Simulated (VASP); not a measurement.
Here is a VASP 6.6.1 calculation.

File INCAR:

```
  PREC = Accurate
  ENCUT = 520
  EDIFF = 1E-6
  ISMEAR = -1
  SIGMA = 0.05
  LREAL = F
  LASPH = T
  NELM = 150
  ALGO = Normal
  ISIF = 2
  LWAVE = F
  LCHARG = F
  ISPIN = 2
  MAGMOM = 2 0
  LORBIT = 11
  LMAXMIX = 4
  GGA = PS
  NBANDS = 18
```

Contents of KPOINTS:

```
regular mesh
0
Gamma
  11 11 11
```

File POSCAR:

```
CoO
1.0
    1.5054695445      0.8691832468      2.4399269062
   -1.5054695445      0.8691832468      2.4399269062
    0.0000000000     -1.7383664936      2.4399269062
Co O
1 1
Direct
   -0.0031710000      0.0001870000      0.0063720000
    0.4702160000      0.5156830000      0.5098730000
```

Potentials or basis: VASP PAW PBE potentials, release 64 (Co, O).

Run with:

```bash
$ cat potpaw_PBE.64/Co/POTCAR potpaw_PBE.64/O/POTCAR > POTCAR
$ mpirun -np 1 vasp_std > vasp.out
```

Q: Predict the net moment.

A: 2.91 μB per cell.

Q: What does it give for the largest force?

A: 0.019 eV/Å.

Stress tensor (GPa, compression positive):
```
-9.63 -0.18  0.00
-0.18 -9.66 -0.30
 0.00 -0.30 -9.79
```

Caveat: the cell differs from its parent crystal (atoms moved at random); the cell stands under tension; the PAW data sets were made with another functional, which shifts forces and pressure a little; a cell with one magnetic atom can't hold antiferromagnetic order, which such compounds often take.
